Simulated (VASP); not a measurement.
# InSb (F-43m) in VASP: a series of runs, part 2 of 2

VASP 6.6.1.

## (3) Single point, PBE

This run uses another cell than the first one, of 36.51 Å³/atom.

Contents of INCAR:

```
SYSTEM = InSb
PREC = Accurate
ENCUT = 520
EDIFF = 1E-6
ISMEAR = 0
SIGMA = 0.1
LREAL = .FALSE.
LASPH = .TRUE.
NELM = 100
ALGO = Normal
ISIF = 2
LWAVE = .FALSE.
LCHARG = .TRUE.
GGA = PE
LELF = .TRUE.
LVHAR = .TRUE.
NBANDS = 16
```

Contents of KPOINTS:

```
Automatic mesh
0
G
  12 12 12
  0 0 0
```

Contents of POSCAR:

```
InSb
1.0
    0.0000000000      3.3174249874      3.3174249874
    3.3174249874      0.0000000000      3.3174249874
    3.3174249874      3.3174249874      0.0000000000
In Sb
1 1
Direct
    0.0000000000      0.0000000000      0.0000000000
    0.2500000000      0.2500000000      0.2500000000
```

Potentials or basis: VASP PAW PBE potentials, release 64 (In_d, Sb).

Command:

```sh
$ cat potpaw_PBE.64/In_d/POTCAR potpaw_PBE.64/Sb/POTCAR > POTCAR
$ mpirun -np 1 vasp_std > vasp.out
```

It took 72 s on 1 thread of Intel Xeon Platinum 8375C at 2.90GHz (Ice Lake), shared host; peak memory 0.25 GiB.

Results (log left out):

```
Free energy            : -6.9532 eV
Pressure               : 0.0 GPa
Band gap on the k mesh : zero (filled and empty bands touch)
```

Levels at points of the mesh, in eV from the Fermi level:
| k point | band 5 | band 6 | band 7 | band 8 | band 9 | band 10 | band 11 | band 12 | band 13 | band 14 |
| --- | --- | --- | --- | --- | --- | --- | --- | --- | --- | --- |
| (0.00, 0.00, 0.00) | -14.46 | -10.35 | -0.65 | -0.06 | -0.06 | -0.06 | 2.90 | 2.90 | 2.90 | 5.60 |
| (0.50, 0.00, 0.00) | -14.46 | -9.16 | -5.36 | -0.96 | -0.96 | 0.36 | 3.74 | 3.74 | 6.06 | 7.82 |
| (0.50, 0.50, 0.00) | -14.46 | -8.63 | -5.68 | -2.10 | -2.10 | 1.30 | 1.41 | 7.67 | 7.67 | 8.28 |

Caveat: semilocal functionals underestimate gaps, so a narrow gap can read as zero; spin-orbit coupling is left out, which moves the levels of the heavy elements.

## (4) Single point, PBE (37.60 Å³/atom)

This run uses another cell than the first one, of 37.60 Å³/atom.

Contents of INCAR:

```
  PREC = Accurate
  ENCUT = 520
  EDIFF = 1E-6
  ISMEAR = 0
  SIGMA = 0.1
  LREAL = False
  LASPH = True
  NELM = 100
  ALGO = Normal
  ISIF = 2
  LWAVE = False
  LCHARG = True
  GGA = PE
  LELF = True
  LVHAR = True
  NBANDS = 16
```

Contents of KPOINTS:

```
regular mesh
0
Gamma
  12 12 12
```

Contents of POSCAR:

```
InSb
1.0
    0.0000000000      3.3502729156      3.3502729156
    3.3502729156      0.0000000000      3.3502729156
    3.3502729156      3.3502729156      0.0000000000
In Sb
1 1
Direct
    0.0000000000      0.0000000000      0.0000000000
    0.2500000000      0.2500000000      0.2500000000
```

Command:

```sh
$ cat potpaw_PBE.64/In_d/POTCAR potpaw_PBE.64/Sb/POTCAR > POTCAR
$ mpirun -np 1 vasp_std > vasp.out
```

Wall time 72 s (1 thread of Intel Xeon Platinum 8375C at 2.90GHz (Ice Lake), shared host); peak memory 0.26 GiB.

The run converged. Its results:

```yaml
Free_energy: -6.9461 eV
Pressure: -1.0 GPa
Band_gap_on_the_k_mesh: zero (filled and empty bands touch)
```

Levels at points of the mesh, in eV from the Fermi level:
| k point | band 6 | band 7 | band 8 | band 9 | band 10 | band 11 | band 12 | band 13 |
| --- | --- | --- | --- | --- | --- | --- | --- | --- |
| (0.00, 0.00, 0.00) | -10.19 | -0.81 | -0.06 | -0.06 | -0.06 | 2.90 | 2.90 | 2.90 |
| (0.50, 0.00, 0.00) | -9.06 | -5.25 | -0.93 | -0.93 | 0.31 | 3.72 | 3.72 | 6.05 |
| (0.50, 0.50, 0.00) | -8.57 | -5.57 | -2.01 | -2.01 | 1.30 | 1.45 | 7.50 | 7.50 |

Caveat: semilocal functionals underestimate gaps, so a narrow gap can read as zero; spin-orbit coupling is left out, which moves the levels of the heavy elements.

## (5) Single point, PBE (38.70 Å³/atom)

This run uses another cell than the first one, of 38.70 Å³/atom.

Contents of INCAR:

```
PREC     = Accurate       # precision mode
ENCUT    = 520            # plane-wave cutoff, eV
EDIFF    = 1E-6           # SCF threshold, eV
ISMEAR   = 0              # smearing method
SIGMA    = 0.1            # smearing width, eV
LREAL    = F              # projectors in reciprocal space
LASPH    = T              # aspherical terms in the spheres
NELM     = 80             # most SCF steps
ALGO     = Normal         # electronic algorithm
ISIF     = 2              # what is computed and relaxed
LWAVE    = F              # write WAVECAR
LCHARG   = T              # write CHGCAR
GGA      = PE             # functional
LELF     = T              # ELF
LVHAR    = T            
NBANDS   = 16             # bands
```

KPOINTS is that of step 4.

Contents of POSCAR:

```
InSb
1.0
    0.0000000000      3.3824890546      3.3824890546
    3.3824890546      0.0000000000      3.3824890546
    3.3824890546      3.3824890546      0.0000000000
In Sb
1 1
Direct
    0.0000000000      0.0000000000      0.0000000000
    0.2500000000      0.2500000000      0.2500000000
```

Potentials or basis: VASP PAW PBE potentials, release 64 (In_d, Sb).

Command:

```sh
$ cat potpaw_PBE.64/In_d/POTCAR potpaw_PBE.64/Sb/POTCAR > POTCAR
$ mpirun -np 1 vasp_std > vasp.out
```

OUTCAR:

```text
PREC = Accurate
   ENCUT = 520
   EDIFF = 1E-6
   ISMEAR = 0
   LREAL = F
   LASPH = T
   NELM = 80
   ISIF = 2
   GGA = PE

 ion  position               nearest neighbor table
   1  0.000  0.000  0.000-   2 2.93   2 2.93   2 2.93   2 2.93
   2  0.250  0.250  0.250-   1 2.93   1 2.93   1 2.93   1 2.93

  LATTYP: Found a face centered cubic cell.
 ALAT       =     6.7649781092

  Lattice vectors:

 A1 = (   0.0000000000,   3.3824890546,   3.3824890546)
 A2 = (   3.3824890546,   0.0000000000,   3.3824890546)
 A3 = (   3.3824890546,   3.3824890546,   0.0000000000)
[... 623 lines left out ...]
      3     -10.5342      2.00000
      4     -10.4954      2.00000
      5     -10.4938      2.00000
      6      -4.9542      2.00000
[... 8 lines left out ...]
     15      11.8164      0.00000
     16      12.1314      0.00000

 [... further k-points ...]
[... 5 lines left out ...]
  --------------------------------------------------------------------------------------
  -------------------------------------------------------------------------------------
  Total       -0.9046231     -0.9046231     -0.9046231      0.0000000      0.0000000     -0.0000000
  in kB      -18.7257422    -18.7257422    -18.7257422      0.0000000      0.0000000     -0.0000000
  external PRESSURE =     -18.7257422 kB  Pullay stress =       0.0000000 kB

 VOLUME and BASIS-vectors are now :
 -----------------------------------------------------------------------------
  energy-cutoff  :      520.00
  volume of cell :       77.40
      direct lattice vectors                 reciprocal lattice vectors
     0.000000000  3.382489055  3.382489055    -0.147820138  0.147820138  0.147820138
     3.382489055  0.000000000  3.382489055     0.147820138 -0.147820138  0.147820138
     3.382489055  3.382489055  0.000000000     0.147820138  0.147820138 -0.147820138

 POSITION                                       TOTAL-FORCE (eV/Angst)
 -----------------------------------------------------------------------------------
      0.00000      0.00000      0.00000         0.000000      0.000000      0.000000
      1.69124      1.69124      1.69124         0.000000     -0.000000     -0.000000
 -----------------------------------------------------------------------------------
    total drift:                               -0.000000     -0.000000     -0.000000

  FREE ENERGIE OF THE ION-ELECTRON SYSTEM (eV)
  ---------------------------------------------------
  free  energy   TOTEN  =        -6.9264389467 eV

  energy  without entropy=       -6.9262786678  energy(sigma->0) =       -6.92635881
```

stdout:

```text
POSCAR found type information on POSCAR InSb
 POSCAR found :  2 types and       2 ions
 scaLAPACK will be used
 LDA part: xc-table for (Slater+PW92), standard interpolation
 POSCAR, INCAR and KPOINTS ok, starting setup
 FFT: planning ... GRIDC
 FFT: planning ... GRID_SOFT
 FFT: planning ... GRID
 WAVECAR not read
 entering main loop
```

Run time: 72 s. Hardware: 1 thread of Intel Xeon Platinum 8375C at 2.90GHz (Ice Lake), shared host; peak memory 0.26 GiB.

Results:

| Item | Value |
| --- | --- |
| Free energy | -6.9264 eV |
| Pressure | -1.9 GPa |
| Band gap on the k mesh | zero (filled and empty bands touch) |

Caveat: semilocal functionals underestimate gaps, so a narrow gap can read as zero; spin-orbit coupling is left out, which moves the levels of the heavy elements.

## (6) Summary

```tsv
level	cell	gap on the mesh (eV)	pressure (GPa)
PBEsol	a = 4.644 Å, angles 60.0°, 2 atoms	none	-0.9
PBE	a = 4.692 Å, angles 60.0°, 2 atoms	none	0.0
PBE	a = 4.738 Å, angles 60.0°, 2 atoms	none	-1.0
PBE	a = 4.784 Å, angles 60.0°, 2 atoms	none	-1.9
```

Alike in all rows: task single point; potentials or basis VASP PAW PBE potentials, release 64 (In_d, Sb); no spin polarisation; k mesh 12 × 12 × 12; cutoff (eV) 520; smearing gaussian 0.1 eV.

Caveats: semilocal functionals underestimate gaps, so a narrow gap can read as zero; spin-orbit coupling is left out, which moves the levels of the heavy elements; the PAW data sets were made with another functional, which shifts forces and pressure a little (at least some runs).

Absolute energies hang on the potentials; compare differences alone.

## (7) Comparison with measurements

Step 2. A measured gap of InSb is 0.24 eV (quoted in “Electronic Structure and Epitaxy of CdTe Shells on InSb Nanowires”, 2021, arxiv:2111.05126); the calculated 0.00 eV misses it by -0.24 eV. Spin-orbit coupling on In, Sb is left out. The value is that of PBEsol on a finite k mesh, which can miss the band edges, without temperature or zero-point motion. Semilocal functionals fall short of measured gaps as a rule.

Step 3. Measured gap of InSb: 0.24 eV (quoted in “Electronic Structure and Epitaxy of CdTe Shells on InSb Nanowires”, 2021, arxiv:2111.05126). This calculation gives 0.00 eV (-0.24 eV). Spin-orbit coupling on In, Sb is left out. The value is that of PBE on a finite k mesh, which can miss the band edges, without temperature or zero-point motion. Semilocal functionals fall short of measured gaps as a rule.
